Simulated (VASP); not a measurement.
# Au (Fm-3m) in VASP: further runs

Runs on Au. Level: LDA. Tasks: single point.

All numbers are computed with VASP 6.6.1; they aren't measurements. Logs are shortened: lines on timing, memory, paths and dates and some standing lists are left out, and cuts for length are marked.

## (1) The cell of the first run

It takes space group Fm-3m (No. 225, cubic). Conventional cell: a = 4.041 Å, b = 4.041 Å, c = 4.041 Å, α = 90.00°, β = 90.00°, γ = 90.00°. Within 3.8 Å of Au (site symmetry m-3m) lie 12 Au at 2.86 Å.

## (2) Single point, LDA

INCAR

```
SYSTEM = Au
PREC = Accurate
ENCUT = 520
EDIFF = 1E-6
ISMEAR = 0
SIGMA = 0.05
LREAL = .FALSE.
LASPH = .TRUE.
NELM = 100
ALGO = Normal
ISIF = 2
LWAVE = .FALSE.
LCHARG = .FALSE.
GGA = CA
NBANDS = 12
```

KPOINTS

```
Automatic mesh
0
G
  18 18 18
  0 0 0
```

POSCAR

```
Au
1.0
    0.0000000000      2.0206491970      2.0206491970
    2.0206491970      0.0000000000      2.0206491970
    2.0206491970      2.0206491970      0.0000000000
Au
1
Direct
    0.0000000000      0.0000000000      0.0000000000
```

Potentials or basis: VASP PAW LDA potentials, release 64 (Au).

Launch:

```
cat potpaw_LDA.64/Au/POTCAR > POTCAR
mpirun -np 1 vasp_std > vasp.out
```

OUTCAR:

```text
SYSTEM = Au
   PREC = Accurate
   ENCUT = 520
   EDIFF = 1E-6
   ISMEAR = 0
   LREAL = .FALSE.
   LASPH = .TRUE.
   NELM = 100
   ISIF = 2
   GGA = CA

 ion  position               nearest neighbor table
   1  0.000  0.000  0.000-

  LATTYP: Found a face centered cubic cell.
 ALAT       =     4.0412983940

  Lattice vectors:

 A1 = (   0.0000000000,   2.0206491970,   2.0206491970)
 A2 = (   2.0206491970,   0.0000000000,   2.0206491970)
 A3 = (   2.0206491970,   2.0206491970,   0.0000000000)

Analysis of symmetry for initial positions (statically):
=====================================================================
 Subroutine PRICEL returns:
 Original cell was already a primitive cell.

 Routine SETGRP: Setting up the symmetry group for a
 face centered cubic supercell.

 Subroutine GETGRP returns: Found 48 space group operations
 (whereof 48 operations were pure point group operations)
 out of a pool of 48 trial point group operations.

The static configuration has the point symmetry O_h .

Analysis of symmetry for dynamics (positions and initial velocities):
=====================================================================
 Subroutine PRICEL returns:
 Original cell was already a primitive cell.

 Routine SETGRP: Setting up the symmetry group for a
 face centered cubic supercell.

 Subroutine GETGRP returns: Found 48 space group operations
 (whereof 48 operations were pure point group operations)
 out of a pool of 48 trial point group operations.

The dynamic configuration has the point symmetry O_h .

 Subroutine INISYM returns: Found 48 space group operations
 (whereof 48 operations are pure point group operations),
 and found     1 'primitive' translations

----------------------------------------------------------------------------------------

                                     Primitive cell

  volume of cell :      16.5007

  direct lattice vectors                    reciprocal lattice vectors
     0.000000000  2.020649197  2.020649197    -0.247445227  0.247445227  0.247445227
     2.020649197  0.000000000  2.020649197     0.247445227 -0.247445227  0.247445227
     2.020649197  2.020649197  0.000000000     0.247445227  0.247445227 -0.247445227

  length of vectors
     2.857629499  2.857629499  2.857629499     0.428587706  0.428587706  0.428587706

  position of ions in fractional coordinates (direct lattice)
     0.000000000  0.000000000  0.000000000

  ion indices of the primitive-cell ions
   primitive index   ion index
                 1           1

[... 81 lines left out ...]
   PSTRESS=    0.0 pullay stress
   NELECT =      11.0000    total number of electrons
   NUPDOWN=      -1.0000    fix difference up-down
   EMIN   =  10.00;   EMAX   =-10.00  energy-range for DOS
   EFERMI =   0.00;   METHOD = LEGACY
   ISMEAR =     0;   SIGMA  =   0.05  broadening in eV -4-tet -1-fermi 0-gaus
   EFERMI_NEDOS =   21; number of points for ismear=-14 and -15
   IALGO  =     38    algorithm
   IMIX   =      4    mixing-type and parameters
     AMIX     =   0.40;   BMIX     =  1.00
     AMIX_MAG =   1.60;   BMIX_MAG =  1.00
  volume/ion in A,a.u.               =      16.50       111.35
  Fermi-wavevector in a.u.,A,eV,Ry     =   1.430117  2.702529 27.827094  2.045234
  Thomas-Fermi vector in A             =   2.549997
   LORBIT       =      0    0 simple, 1 ext, 2 COOP (PROOUT), +10 PAW based schemes
   GGA     = CA    functional components
   LHFCALC =     F    Hartree Fock is set to
   AEXX    =    0.0000 exact exchange contribution
   IVDW    =     0    specifies the selected vdW correction
   LEPSILON=     F    determine dielectric tensor
   LRPA    =     F    only Hartree local field effects (RPA)
 non-spin polarized calculation
 Gauss-broadening in eV      SIGMA  =   0.05
  energy-cutoff  :      520.00
  volume of cell :       16.50
 maximum number of plane-waves:       459
 NGX is ok and might be reduce to    24
   NGX = 11   NGY = 11   NGZ = 11

 number of electron      10.9999999 magnetization

 Free energy of the ion-electron system (eV)
  ---------------------------------------------------
  ext. energy  EPLUGINS =         0.00000000
  ---------------------------------------------------
  free energy    TOTEN  =        -4.44483975 eV

  energy without entropy =       -4.44435268  energy(sigma->0) =       -4.44459621

 E-fermi :   9.8195     XC(G=0): -13.1703

 val. band max:        9.8115187935   @ k =   0.5000   0.1667   0.0556
 cond. band min:       9.8396060820   @ k =   0.5000   0.2778   0.1111
 fundamental gap:      0.0280872885
 Fermi energy:         9.8195386661

 k-point     1 :       0.0000    0.0000    0.0000
  band No.  band energies     occupation
      1      -0.4199      2.00000
      2       4.9534      2.00000
      3       4.9534      2.00000
      4       4.9534      2.00000
      5       6.5819      2.00000
      6       6.5819      2.00000
      7      24.2768      0.00000
      8      28.4180      0.00000
      9      28.4180      0.00000
     10      28.4180      0.00000
     11      33.5522      0.00000
     12      38.5006      0.00000
[... 331 lines left out ...]
 k-point    24 :      -0.2222    0.0556    0.0000
  band No.  band energies     occupation
      1       1.4256      2.00000
      2       4.6612      2.00000
      3       5.2777      2.00000
      4       5.3188      2.00000
      5       6.4726      2.00000
      6       6.9875      2.00000
      7      21.6111      0.00000
      8      25.4887      0.00000
      9      28.6406      0.00000
     10      30.8154      0.00000
     11      31.5618      0.00000
     12      32.9667      0.00000

 [... further k-points ...]

------------------------ aborting loop because EDIFF is reached ----------------------------------------

  FORCE on cell =-STRESS in cart. coord.  units (eV):
  Direction    XX          YY          ZZ          XY          YZ          ZX
  --------------------------------------------------------------------------------------
  -------------------------------------------------------------------------------------
  Total        0.1584541      0.1584541      0.1584541     -0.0000000      0.0000000      0.0000000
  in kB       15.3854891     15.3854891     15.3854891     -0.0000000      0.0000000      0.0000000
  external PRESSURE =      15.3854891 kB  Pullay stress =       0.0000000 kB

 VOLUME and BASIS-vectors are now :
 -----------------------------------------------------------------------------
  energy-cutoff  :      520.00
  volume of cell :       16.50
      direct lattice vectors                 reciprocal lattice vectors
     0.000000000  2.020649197  2.020649197    -0.247445227  0.247445227  0.247445227
     2.020649197  0.000000000  2.020649197     0.247445227 -0.247445227  0.247445227
     2.020649197  2.020649197  0.000000000     0.247445227  0.247445227 -0.247445227

 POSITION                                       TOTAL-FORCE (eV/Angst)
 -----------------------------------------------------------------------------------
      0.00000      0.00000      0.00000         0.000000      0.000000     -0.000000
 -----------------------------------------------------------------------------------
    total drift:                               -0.000000     -0.000000      0.000000

  FREE ENERGIE OF THE ION-ELECTRON SYSTEM (eV)
  ---------------------------------------------------
  free  energy   TOTEN  =        -4.4448397478 eV

  energy  without entropy=       -4.4443526776  energy(sigma->0) =       -4.44459621
```

Wall time 33 s (1 thread of AMD EPYC 7R43 (Zen 3), shared host); peak memory 0.12 GiB.

What came out:

- Free energy: -4.4448 eV
- Pressure: 1.5 GPa

Caveat: spin-orbit coupling is left out, which moves the levels of the heavy elements.

## (3) Single point, LDA

This run uses another cell than the first one, of 16.59 Å³/atom, 1.005 times its volume.

INCAR

```
SYSTEM = Au
PREC = Accurate
ENCUT = 520
EDIFF = 1E-7
ISMEAR = 0
SIGMA = 0.05
LREAL = .FALSE.
LASPH = .TRUE.
NELM = 80
ALGO = Normal
ISIF = 2
LWAVE = .FALSE.
LCHARG = .TRUE.
LELF = .TRUE.
LVHAR = .TRUE.
NBANDS = 12
```

KPOINTS is that of step 2.

POSCAR

```
Au
1.0
    0.0000000000      2.0242108135      2.0242108135
    2.0242108135      0.0000000000      2.0242108135
    2.0242108135      2.0242108135      0.0000000000
Au
1
Direct
    0.0000000000      0.0000000000      0.0000000000
```

Potentials or basis: VASP PAW LDA potentials, release 64 (Au).

Launch:

```
cat potpaw_LDA.64/Au/POTCAR > POTCAR
mpirun -np 1 vasp_std > vasp.out
```

Run time: 41 s. Hardware: 1 thread of AMD EPYC 7R43 (Zen 3), shared host; peak memory 0.12 GiB.

It converged, with:

```
Free energy : -4.4455 eV
Pressure    : 0.5 GPa
```

Levels at points of the mesh, in eV from the Fermi level:
```tsv
k point	band 4	band 5	band 6	band 7	band 8	band 9
(0.00, 0.00, 0.00)	-4.83	-3.22	-3.22	14.47	18.58	18.58
(0.50, 0.00, 0.00)	-1.96	-1.96	-1.11	3.22	13.93	17.24
(0.50, 0.50, 0.00)	-1.62	-1.62	0.91	5.99	10.02	10.02
```

Caveat: spin-orbit coupling is left out, which moves the levels of the heavy elements.
